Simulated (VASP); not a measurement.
The system is InGaSe.

```
CELL_PARAMETERS angstrom
4.56854 0.00000 0.00000
-2.28427 3.95647 0.00000
0.00000 0.00000 9.14983
ATOMIC_POSITIONS crystal
In 0.33333 0.66667 0.75000
In 0.66667 0.33333 0.25000
Ga 0.00000 0.00000 0.00000
Ga 0.00000 0.00000 0.50000
Se 0.33333 0.66667 0.25000
Se 0.66667 0.33333 0.75000
```

The cell was built from a structure type or drawn by symmetry, and may not be a known phase.

| Property | Result |
| --- | --- |
| Program | VASP 6.6.1 |
| Task | relaxation of cell and atoms |
| Functional | PBE |
| Potentials or basis | VASP PAW PBE potentials, release 64 (In_d, Ga_d, Se) |
| Cutoff | 600 eV |
| k mesh | 3 × 3 × 2 |
| Occupations | gaussian, width 0.15 eV |
| Spin | no spin polarisation |

At the start: pressure 4.1 GPa; volume 27.56 Å³/atom.

Problem. How do energy, volume and symmetry change on relaxing?

Solution. Over 5 steps the energy falls by 54.4 meV/atom and the volume is 29.78 Å³/atom (+8.0 %); space group P6_3/mmc (No. 194, to 0.1 Å) before and after.

The path:
```csv
step,energy change (eV),largest force (eV/Å),pressure (GPa),volume (Å³)
1,0.0000,0.0000,4.13,165.39
2,-0.3082,0.0000,-0.18,182.83
3,-0.3084,0.0000,-0.27,183.30
4,-0.3149,0.0000,-0.21,182.16
5,-0.3266,0.0000,-0.01,178.70
```

Final structure:
```yaml
crystal:
  lattice:
    - [4.81913, 0.00000, 0.00000]
    - [-2.40956, 4.17349, 0.00000]
    - [0.00000, 0.00000, 8.88481]
  atoms:
    - { symbol: In, position: [0.33333, 0.66667, 0.75000] }
    - { symbol: In, position: [0.66667, 0.33333, 0.25000] }
    - { symbol: Ga, position: [0.00000, 0.00000, 0.00000] }
    - { symbol: Ga, position: [0.00000, 0.00000, 0.50000] }
    - { symbol: Se, position: [0.33333, 0.66667, 0.25000] }
    - { symbol: Se, position: [0.66667, 0.33333, 0.75000] }
```

Caveat: the k points lie up to 0.50 Å⁻¹ apart in the final cell.
